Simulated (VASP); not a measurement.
The system is PbS.

```xyz
2
Lattice="4.0897 0.0000 0.0000 -2.0448 3.5418 0.0000 0.0000 0.0000 3.7882" Properties=species:S:1:pos:R:3 pbc="T T T"
Pb    0.0000    0.0000    0.0000
S     2.0449    1.1806    1.8941
```

| Quantity | Value |
| --- | --- |
| Program | VASP 6.6.1 |
| Task | relaxation of cell and atoms |
| Functional | LDA |
| Potentials or basis | VASP PAW LDA potentials, release 64 (Pb_d, S) |
| Cutoff | 600 eV |
| k mesh | 6 × 6 × 6 |
| Occupations | fermi-dirac, width 0.05 eV |
| Spin | no spin polarisation |

At the start: pressure -4.4 GPa; volume 27.44 Å³/atom.

**Question.** Where does the relaxation end?

**Answer.** Over 5 steps the energy falls by 34.3 meV/atom and the volume is 25.08 Å³/atom (-8.6 %); space group P-6m2 (No. 187, to 0.1 Å) before and after.

The path:
```
step  energy change (eV)  largest force (eV/Å)  pressure (GPa)  volume (Å³)
   1              0.0000                0.0000           -4.43        54.87
   2             -0.0565                0.0000            1.90        49.06
   3             -0.0648                0.0000           -0.05        50.50
   4             -0.0677                0.0000           -0.03        50.34
   5             -0.0687                0.0000           -0.01        50.16
```

Final structure:
```
Pb S
1.0
     3.94185    0.00000    0.00000
    -1.97092    3.41373    0.00000
     0.00000    0.00000    3.72749
Pb S
1 1
Direct
  0.00000 0.00000 0.00000
  0.66667 0.33333 0.50000
```
